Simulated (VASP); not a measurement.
# SrO (F-43m) in VASP: a series of runs, part 2 of 2

VASP 6.6.1. The steps go on from the part before.

## (5) Single point, PBE

This run uses another cell than the first one, of 21.77 Å³/atom.

File INCAR:

```
SYSTEM = SrO
  ALGO = Normal
  EDIFF = 1E-7
  ENCUT = 520
  GGA = PE
  ISIF = 2
  ISMEAR = -1
  LASPH = .TRUE.
  LCHARG = .FALSE.
  LREAL = .FALSE.
  LWAVE = .FALSE.
  NBANDS = 15
  NELM = 100
  PREC = Accurate
  SIGMA = 0.02
```

File KPOINTS:

```
k-points
0
G
  8 8 8
  0 0 0
```

File POSCAR:

```
SrO
1.0
    0.0000000000      2.7922805133      2.7922805133
    2.7922805133      0.0000000000      2.7922805133
    2.7922805133      2.7922805133      0.0000000000
Sr O
1 1
Direct
    0.0000000000      0.0000000000      0.0000000000
    0.2500000000      0.2500000000      0.2500000000
```

Potentials or basis: VASP PAW PBE potentials, release 64 (Sr_sv, O).

On the command line:

```console
$ cat potpaw_PBE.64/Sr_sv/POTCAR potpaw_PBE.64/O/POTCAR > POTCAR
$ mpirun -np 1 vasp_std > vasp.out
```

OUTCAR:

```text
SYSTEM = SrO
   EDIFF = 1E-7
   ENCUT = 520
   GGA = PE
   ISIF = 2
   ISMEAR = -1
   LASPH = .TRUE.
   LREAL = .FALSE.
   NELM = 100
   PREC = Accurate

 ion  position               nearest neighbor table
   1  0.000  0.000  0.000-   2 2.42   2 2.42   2 2.42   2 2.42
   2  0.250  0.250  0.250-   1 2.42   1 2.42   1 2.42   1 2.42

  LATTYP: Found a face centered cubic cell.
 ALAT       =     5.5845610266

  Lattice vectors:

 A1 = (   0.0000000000,   2.7922805133,   2.7922805133)
[... 618 lines left out ...]
------------------------ aborting loop because EDIFF is reached ----------------------------------------

  FORCE on cell =-STRESS in cart. coord.  units (eV):
  Direction    XX          YY          ZZ          XY          YZ          ZX
  --------------------------------------------------------------------------------------
  -------------------------------------------------------------------------------------
  Total        0.3887667      0.3887667      0.3887667     -0.0000000     -0.0000000      0.0000000
  in kB       14.3051537     14.3051537     14.3051537     -0.0000000     -0.0000000      0.0000000
  external PRESSURE =      14.3051537 kB  Pullay stress =       0.0000000 kB

 VOLUME and BASIS-vectors are now :
 -----------------------------------------------------------------------------
  energy-cutoff  :      520.00
  volume of cell :       43.54
      direct lattice vectors                 reciprocal lattice vectors
     0.000000000  2.792280513  2.792280513    -0.179065104  0.179065104  0.179065104
     2.792280513  0.000000000  2.792280513     0.179065104 -0.179065104  0.179065104
     2.792280513  2.792280513  0.000000000     0.179065104  0.179065104 -0.179065104

 POSITION                                       TOTAL-FORCE (eV/Angst)
 -----------------------------------------------------------------------------------
      0.00000      0.00000      0.00000         0.000000     -0.000000     -0.000000
      1.39614      1.39614      1.39614        -0.000000      0.000000      0.000000
 -----------------------------------------------------------------------------------
    total drift:                               -0.000000     -0.000000     -0.000000

  FREE ENERGIE OF THE ION-ELECTRON SYSTEM (eV)
  ---------------------------------------------------
  free  energy   TOTEN  =       -11.7613604989 eV

  energy  without entropy=      -11.7613604989  energy(sigma->0) =      -11.76136050
```

OSZICAR:

```text
N       E                     dE             d eps       ncg     rms          rms(c)
DAV:   1     0.767989096568E+02    0.76799E+02   -0.82372E+03   870   0.102E+03
DAV:   2    -0.108185075998E+02   -0.87617E+02   -0.79600E+02  1209   0.215E+02
DAV:   3    -0.147815342262E+02   -0.39630E+01   -0.39403E+01  1112   0.435E+01
DAV:   4    -0.148929376645E+02   -0.11140E+00   -0.11139E+00  1153   0.694E+00
DAV:   5    -0.148953484592E+02   -0.24108E-02   -0.24108E-02  1144   0.752E-01    0.177E+01
DAV:   6    -0.119645403360E+02    0.29308E+01   -0.10273E+01   884   0.225E+01    0.189E+01
DAV:   7    -0.117790365175E+02    0.18550E+00   -0.58679E-01   912   0.617E+00    0.959E+00
DAV:   8    -0.117500137068E+02    0.29023E-01   -0.15559E-01  1010   0.360E+00    0.153E+00
DAV:   9    -0.117578869843E+02   -0.78733E-02   -0.68169E-03  1133   0.629E-01    0.333E-01
DAV:  10    -0.117611733385E+02   -0.32864E-02   -0.27222E-03   912   0.341E-01    0.593E-02
DAV:  11    -0.117612991203E+02   -0.12578E-03   -0.14577E-04  1087   0.768E-02    0.637E-02
DAV:  12    -0.117613609990E+02   -0.61879E-04   -0.74905E-05   912   0.591E-02    0.927E-03
DAV:  13    -0.117613602867E+02    0.71223E-06   -0.14433E-06  1124   0.120E-02    0.593E-03
DAV:  14    -0.117613604410E+02   -0.15428E-06   -0.80547E-07   933   0.666E-03    0.224E-03
DAV:  15    -0.117613604989E+02   -0.57859E-07   -0.48804E-08   848   0.207E-03
   1 F= -.11761360E+02 E0= -.11761360E+02  d E =-.682028E-12
```

Wall time 21 s (1 thread of Intel Xeon 8259CL, shared host); peak memory 0.18 GiB.

Results:

| Quantity | Value |
| --- | --- |
| Free energy | -11.7614 eV |
| Pressure | 1.4 GPa |
| Band gap on the k mesh | 2.52 eV (least direct gap 3.37 eV) |

A k mesh can miss the band edges.

## (6) Single point, LDA

This run uses another cell than the first one, of 21.77 Å³/atom.

File INCAR:

```
SYSTEM = SrO
PREC     = Accurate       ! precision mode
ENCUT    = 520            ! plane-wave cutoff, eV
EDIFF    = 1E-6           ! SCF threshold, eV
ISMEAR   = 0              ! smearing method
SIGMA    = 0.01           ! smearing width, eV
LREAL    = .False.        ! projectors in reciprocal space
LASPH    = .True.         ! aspherical terms in the spheres
NELM     = 80             ! most SCF steps
ALGO     = Normal         ! electronic algorithm
ISIF     = 2              ! what is computed and relaxed
LWAVE    = .False.        ! write WAVECAR
LCHARG   = .True.         ! write CHGCAR
LELF     = .True.         ! ELF
LVHAR    = .True.       
NBANDS   = 15             ! bands
```

File KPOINTS:

```
Automatic mesh
0
Gamma
  8 8 8
  0 0 0
```

POSCAR is that of step 5.

Potentials or basis: VASP PAW LDA potentials, release 64 (Sr_sv, O).

On the command line:

```console
$ cat potpaw_LDA.64/Sr_sv/POTCAR potpaw_LDA.64/O/POTCAR > POTCAR
$ mpirun -np 1 vasp_std > vasp.out
```

It took 18 s on 1 thread of Intel Xeon 8259CL, shared host; peak memory 0.16 GiB.

The run converged. Its results:

- Free energy: -12.9271 eV
- Pressure: -3.3 GPa
- Band gap on the k mesh: 2.31 eV (least direct gap 3.18 eV)

Levels at points of the mesh, in eV from the valence-band top:
```tsv
k point	band 5	band 6	band 7	band 8	band 9	band 10	band 11	band 12
(0.00, 0.00, 0.00)	-13.91	-0.87	-0.87	-0.87	2.31	7.99	7.99	9.30
(0.50, 0.00, 0.00)	-12.78	-0.75	-0.55	-0.55	5.10	6.97	7.51	7.51
(0.50, 0.50, 0.00)	-12.45	-1.48	-0.01	-0.01	4.37	5.61	9.62	9.91
```

Caveat: the cell stands under tension. A k mesh can miss the band edges.

## (7) The runs side by side

```csv
task,level,potentials or basis,spin,cell,cutoff (eV),smearing,gap on the mesh (eV),pressure (GPa)
relaxation of cell and atoms,r2SCAN,"VASP PAW PBE potentials, release 64 (Sr_sv, O)",off,"relaxed from a = 3.969 Å, angles 60.0°, 2 atoms",600,fermi-dirac 0.02 eV,2.89,0.0
single point,PBE,"VASP PAW PBE potentials, release 64 (Sr_sv, O)","non-collinear, zero start, SOC","a = 3.949 Å, angles 60.0°, 2 atoms",520,gaussian 0.01 eV,-,1.4
single point,LDA,"VASP PAW LDA potentials, release 64 (Sr_sv, O)",off,"a = 3.872 Å, angles 60.0°, 2 atoms",520,fermi-dirac 0.02 eV,2.45,0.7
single point,PBE,"VASP PAW PBE potentials, release 64 (Sr_sv, O)",off,"a = 3.949 Å, angles 60.0°, 2 atoms",520,fermi-dirac 0.02 eV,2.52,1.4
single point,LDA,"VASP PAW LDA potentials, release 64 (Sr_sv, O)",off,"a = 3.949 Å, angles 60.0°, 2 atoms",520,gaussian 0.01 eV,2.31,-3.3
```

Alike in all rows: k mesh 8 × 8 × 8.

Caveats: the PAW data sets were made with another functional, which shifts forces and pressure a little (at least some runs); the cell stands under tension (at least some runs).

Total energies depend on the potentials used, so only differences within one code and one set of settings carry meaning.
